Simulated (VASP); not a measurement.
# Na (Pm-3m) in VASP: notebook

The runs below take Na through single point, with PBE.

Program: VASP 6.6.1. These are calculated values, not measurements. Logs are shortened: lines on timing, memory, paths and dates and some standing lists are left out, and cuts for length are marked.

## 1. The cell of the first run

It takes space group Pm-3m (No. 221, cubic). The conventional cell has a = 3.503 Å, b = 3.503 Å, c = 3.503 Å, α = 90.00°, β = 90.00°, γ = 90.00°. Na (site symmetry m-3m) has 6 Na at 3.50 Å within 4.6 Å.

## 2. Single point, PBE (volume scaled by 1.08)

INCAR reads:

```
PREC = Accurate
ENCUT = 520
EDIFF = 1E-6
ISMEAR = -1
SIGMA = 0.1
LREAL = F
LASPH = T
NELM = 60
ALGO = Normal
ISIF = 2
LWAVE = F
LCHARG = F
GGA = PE
NBANDS = 10
```

KPOINTS reads:

```
regular mesh
0
Gamma
  10 10 10
```

POSCAR reads:

```
Na
1.0
    3.5031589780      0.0000000000      0.0000000000
    0.0000000000      3.5031589780      0.0000000000
    0.0000000000      0.0000000000      3.5031589780
Na
1
Direct
    0.0000000000      0.0000000000      0.0000000000
```

Potentials or basis: VASP PAW PBE potentials, release 64 (Na_pv).

The run is started by

```bash
$ cat potpaw_PBE.64/Na_pv/POTCAR > POTCAR
$ mpirun -np 1 vasp_std > vasp.out
```

OUTCAR:

```text
PREC = Accurate
   ENCUT = 520
   EDIFF = 1E-6
   ISMEAR = -1
   LREAL = F
   LASPH = T
   NELM = 60
   ISIF = 2
   GGA = PE

 ion  position               nearest neighbor table
   1  0.000  0.000  0.000-

  LATTYP: Found a simple cubic cell.
 ALAT       =     3.5031589780

  Lattice vectors:

 A1 = (   3.5031589780,   0.0000000000,   0.0000000000)
 A2 = (   0.0000000000,   3.5031589780,   0.0000000000)
 A3 = (   0.0000000000,   0.0000000000,   3.5031589780)

Analysis of symmetry for initial positions (statically):
=====================================================================
 Subroutine PRICEL returns:
 Original cell was already a primitive cell.

 Routine SETGRP: Setting up the symmetry group for a
 simple cubic supercell.

 Subroutine GETGRP returns: Found 48 space group operations
 (whereof 48 operations were pure point group operations)
 out of a pool of 48 trial point group operations.

The static configuration has the point symmetry O_h .

Analysis of symmetry for dynamics (positions and initial velocities):
=====================================================================
 Subroutine PRICEL returns:
 Original cell was already a primitive cell.

 Routine SETGRP: Setting up the symmetry group for a
 simple cubic supercell.

 Subroutine GETGRP returns: Found 48 space group operations
 (whereof 48 operations were pure point group operations)
 out of a pool of 48 trial point group operations.

The dynamic configuration has the point symmetry O_h .

 Subroutine INISYM returns: Found 48 space group operations
 (whereof 48 operations are pure point group operations),
 and found     1 'primitive' translations

----------------------------------------------------------------------------------------

                                     Primitive cell

  volume of cell :      42.9912

  direct lattice vectors                    reciprocal lattice vectors
     3.503158978  0.000000000  0.000000000     0.285456642  0.000000000  0.000000000
     0.000000000  3.503158978  0.000000000     0.000000000  0.285456642  0.000000000
     0.000000000  0.000000000  3.503158978     0.000000000  0.000000000  0.285456642

  length of vectors
     3.503158978  3.503158978  3.503158978     0.285456642  0.285456642  0.285456642

  position of ions in fractional coordinates (direct lattice)
     0.000000000  0.000000000  0.000000000

  ion indices of the primitive-cell ions
   primitive index   ion index
                 1           1

----------------------------------------------------------------------------------------

 KPOINTS: regular mesh

Automatic generation of k-mesh.
 Grid dimensions read from file:
 generate k-points for:   10   10   10

 Generating k-lattice:

  Cartesian coordinates                     Fractional coordinates (reciprocal lattice)
     0.028545664  0.000000000  0.000000000     0.100000000  0.000000000  0.000000000
     0.000000000  0.028545664  0.000000000     0.000000000  0.100000000  0.000000000
     0.000000000  0.000000000  0.028545664     0.000000000  0.000000000  0.100000000

  Length of vectors
     0.028545664  0.028545664  0.028545664

  Shift w.r.t. Gamma in fractional coordinates (k-lattice)
     0.000000000  0.000000000  0.000000000

 Subroutine IBZKPT returns following result:
 ===========================================

 Found     56 irreducible k-points:

 Following reciprocal coordinates:
            Coordinates               Weight
  0.000000  0.000000  0.000000      1.000000
  0.100000  0.000000  0.000000      6.000000
  0.200000  0.000000  0.000000      6.000000
  0.300000  0.000000  0.000000      6.000000
  0.400000  0.000000  0.000000      6.000000
  0.500000  0.000000  0.000000      3.000000
[... 16 lines left out ...]
  0.200000  0.100000  0.100000     24.000000
  0.300000  0.100000  0.100000     24.000000
 [... further k-points ...]
   k-points           NKPTS =     56   k-points in BZ     NKDIM =     56   number of bands    NBANDS=     10
   number of dos      NEDOS =    301   number of ions     NIONS =      1
   total plane-waves  NPLWV =  21952
   dimension x,y,z NGX =    28 NGY =   28 NGZ =   28
   dimension x,y,z NGXF=    56 NGYF=   56 NGZF=   56
   ions per type =               1
   NGX,Y,Z   is equivalent  to a cutoff of  13.29, 13.29, 13.29 a.u.
   NGXF,Y,Z  is equivalent  to a cutoff of  26.58, 26.58, 26.58 a.u.
 SYSTEM =  unknown system
   PREC   = accura    normal or accurate (medium, high low for compatibility)
   ISTART =      0    job   : 0-new  1-cont  2-samecut
   ICHARG =      2    charge: 1-file 2-atom 10-const
   ISPIN  =      1    spin polarized calculation?
   LNONCOLLINEAR =      F non collinear calculations
   LSORBIT =      F    spin-orbit coupling
   LASPH  =      T    aspherical Exc in radial PAW
   ENCUT  =  520.0 eV  38.22 Ry    6.18 a.u.   6.51  6.51  6.51*2*pi/ulx,y,z
   NELM   =     60;   NELMIN=  2; NELMDL= -5     # of ELM steps
   EDIFF  = 0.1E-05   stopping-criterion for ELM
   LREAL  =      F    real-space projection
   EDIFFG = 0.1E-04   stopping-criterion for IOM
   NSW    =      0    number of steps for IOM
   IBRION =     -1    ionic relax: 0-MD 1-quasi-New 2-CG
   NFREE  =      0    steps in history (QN), initial steepest desc. (CG)
   ISIF   =      2    stress and relaxation
   ISYM   =      2    0-nonsym 1-usesym 2-fastsym
   POTIM  = 0.5000    time-step for ionic-motion
   TEBEG  =    0.0;   TEEND  =   0.0 temperature during run
   PSTRESS=    0.0 pullay stress
   NELECT =       7.0000    total number of electrons
   NUPDOWN=      -1.0000    fix difference up-down
   EMIN   =  10.00;   EMAX   =-10.00  energy-range for DOS
   EFERMI =   0.00;   METHOD = LEGACY
   ISMEAR =    -1;   SIGMA  =   0.10  broadening in eV -4-tet -1-fermi 0-gaus
   EFERMI_NEDOS =   21; number of points for ismear=-14 and -15
   IALGO  =     38    algorithm
   IMIX   =      4    mixing-type and parameters
     AMIX     =   0.40;   BMIX     =  1.00
     AMIX_MAG =   1.60;   BMIX_MAG =  1.00
  volume/ion in A,a.u.               =      42.99       290.12
  Fermi-wavevector in a.u.,A,eV,Ry     =   0.893952  1.689325 10.873105  0.799151
  Thomas-Fermi vector in A             =   2.016095
   LORBIT       =      0    0 simple, 1 ext, 2 COOP (PROOUT), +10 PAW based schemes
   GGA     = PE    functional components
   LHFCALC =     F    Hartree Fock is set to
   AEXX    =    0.0000 exact exchange contribution
   IVDW    =     0    specifies the selected vdW correction
   LEPSILON=     F    determine dielectric tensor
   LRPA    =     F    only Hartree local field effects (RPA)
 non-spin polarized calculation
  energy-cutoff  :      520.00
  volume of cell :       42.99
 maximum number of plane-waves:      1189
 NGX is ok and might be reduce to    28
   NGX = 13   NGY = 13   NGZ = 13

 number of electron       6.9999983 magnetization

 Free energy of the ion-electron system (eV)
  ---------------------------------------------------
  ext. energy  EPLUGINS =         0.00000000
  ---------------------------------------------------
  free energy    TOTEN  =        -1.19709652 eV

  energy without entropy =       -1.18028519  energy(sigma->0) =       -1.18869086

 E-fermi :  -0.0069     XC(G=0):  -6.1179

 val. band max:       -0.0777048187   @ k =   0.4000   0.2000   0.2000
 cond. band min:       0.0197188190   @ k =   0.5000   0.0000   0.0000
 fundamental gap:      0.0974236377
 Fermi energy:        -0.0069490168

 k-point     1 :       0.0000    0.0000    0.0000
  band No.  band energies     occupation
      1     -25.2186      2.00000
      2     -25.2186      2.00000
      3     -25.2186      2.00000
      4      -3.0395      2.00000
      5       7.8297      0.00000
      6       7.8297      0.00000
      7       8.9307      0.00000
      8       8.9307      0.00000
      9       8.9307      0.00000
     10      11.5619      0.00000

 k-point     2 :       0.1000    0.0000    0.0000
  band No.  band energies     occupation
      1     -25.2220      2.00000
      2     -25.2183      2.00000
      3     -25.2183      2.00000
      4      -2.9133      2.00000
      5       6.4217      0.00000
      6       7.9451      0.00000
      7       9.0348      0.00000
      8       9.0348      0.00000
      9       9.8372      0.00000
     10      12.3723      0.00000

 k-point     3 :       0.2000    0.0000    0.0000
  band No.  band energies     occupation
      1     -25.2309      2.00000
      2     -25.2175      2.00000
      3     -25.2175      2.00000
      4      -2.5364      2.00000
      5       4.5903      0.00000
      6       8.2875      0.00000
      7       9.3472      0.00000
      8       9.3472      0.00000
      9      10.5439      0.00000
     10      14.3869      0.00000

 k-point     4 :       0.3000    0.0000    0.0000
  band No.  band energies     occupation
      1     -25.2420      2.00000
      2     -25.2166      2.00000
      3     -25.2166      2.00000
      4      -1.9133      2.00000
      5       2.8816      0.00000
      6       8.8401      0.00000
      7       9.8677      0.00000
      8       9.8677      0.00000
      9      11.2107      0.00000
     10      14.1440      0.00000
[... 222 lines left out ...]
 k-point    22 :       0.1000    0.1000    0.1000
  band No.  band energies     occupation
      1     -25.2217      2.00000
      2     -25.2213      2.00000
      3     -25.2213      2.00000
      4      -2.6617      2.00000
      5       6.3942      0.00000
      6       6.3942      0.00000
      7       7.8189      0.00000
      8      11.0367      0.00000
      9      11.0367      0.00000
     10      13.1928      0.00000

 k-point    23 :       0.2000    0.1000    0.1000
  band No.  band energies     occupation
      1     -25.2303      2.00000
      2     -25.2207      2.00000
      3     -25.2205      2.00000
      4      -2.2862      2.00000
      5       4.7890      0.00000
      6       6.7313      0.00000
      7       7.8721      0.00000
      8      11.3082      0.00000
      9      12.2516      0.00000
     10      13.8188      0.00000

 k-point    24 :       0.3000    0.1000    0.1000
  band No.  band energies     occupation
      1     -25.2413      2.00000
      2     -25.2198      2.00000
      3     -25.2195      2.00000
      4      -1.6654      2.00000
      5       3.1096      0.00000
      6       7.2900      0.00000
      7       8.3831      0.00000
      8      11.4084      0.00000
      9      12.5706      0.00000
     10      12.5808      0.00000

 [... further k-points ...]

------------------------ aborting loop because EDIFF is reached ----------------------------------------

  FORCE on cell =-STRESS in cart. coord.  units (eV):
  Direction    XX          YY          ZZ          XY          YZ          ZX
  --------------------------------------------------------------------------------------
  -------------------------------------------------------------------------------------
  Total       -0.1134234     -0.1134234     -0.1134234      0.0000000      0.0000000     -0.0000000
  in kB       -4.2270155     -4.2270155     -4.2270155      0.0000000      0.0000000     -0.0000000
  external PRESSURE =      -4.2270155 kB  Pullay stress =       0.0000000 kB

 VOLUME and BASIS-vectors are now :
 -----------------------------------------------------------------------------
  energy-cutoff  :      520.00
  volume of cell :       42.99
      direct lattice vectors                 reciprocal lattice vectors
     3.503158978  0.000000000  0.000000000     0.285456642  0.000000000  0.000000000
     0.000000000  3.503158978  0.000000000     0.000000000  0.285456642  0.000000000
     0.000000000  0.000000000  3.503158978     0.000000000  0.000000000  0.285456642

 POSITION                                       TOTAL-FORCE (eV/Angst)
 -----------------------------------------------------------------------------------
      0.00000      0.00000      0.00000         0.000000      0.000000      0.000000
 -----------------------------------------------------------------------------------
    total drift:                               -0.000000     -0.000000     -0.000000

  FREE ENERGIE OF THE ION-ELECTRON SYSTEM (eV)
  ---------------------------------------------------
  free  energy   TOTEN  =        -1.1970965185 eV

  energy  without entropy=       -1.1802851919  energy(sigma->0) =       -1.18869086
```

Run time: 25 s. Hardware: 1 thread of Intel Xeon 8259CL, shared host; peak memory 0.15 GiB.

What came out:

* Free energy: -1.1971 eV
* Pressure: -0.4 GPa

## 3. Single point, PBE (volume scaled by 1.12)

INCAR reads:

```
SYSTEM = Na
  PREC = Accurate
  ENCUT = 520
  EDIFF = 1E-6
  ISMEAR = -1
  SIGMA = 0.1
  LREAL = .FALSE.
  LASPH = .TRUE.
  NELM = 60
  ALGO = Normal
  ISIF = 2
  LWAVE = .FALSE.
  LCHARG = .TRUE.
  GGA = PE
  LELF = .TRUE.
  LVHAR = .TRUE.
  NBANDS = 10
```

KPOINTS reads:

```
regular mesh
0
G
  10 10 10
  0 0 0
```

POSCAR reads:

```
Na
1.0
    3.5458846398      0.0000000000      0.0000000000
    0.0000000000      3.5458846398      0.0000000000
    0.0000000000      0.0000000000      3.5458846398
Na
1
Direct
    0.0000000000      0.0000000000      0.0000000000
```

Potentials or basis: VASP PAW PBE potentials, release 64 (Na_pv).

The run is started by

```bash
$ cat potpaw_PBE.64/Na_pv/POTCAR > POTCAR
$ mpirun -np 1 vasp_std > vasp.out
```

It took 29 s on 1 thread of Intel Xeon 8259CL, shared host; peak memory 0.16 GiB.

Results (log left out):

```yaml
Free_energy: -1.1922 eV
Pressure: -0.6 GPa
```

Levels at points of the mesh, in eV from the Fermi level:
```
           k point  band 1  band 2  band 3  band 4  band 5  band 6  band 7  band 8
(0.00, 0.00, 0.00)  -25.23  -25.23  -25.23   -2.96    7.69    7.69    8.72    8.72
(0.50, 0.00, 0.00)  -25.26  -25.23  -25.23    0.05    0.05    9.79   11.10   11.10
(0.50, 0.50, 0.00)  -25.26  -25.26  -25.23    2.70    2.70    3.06    3.46   13.23
(0.50, 0.50, 0.50)  -25.26  -25.26  -25.26    5.38    5.38    5.38    5.50    5.50
```
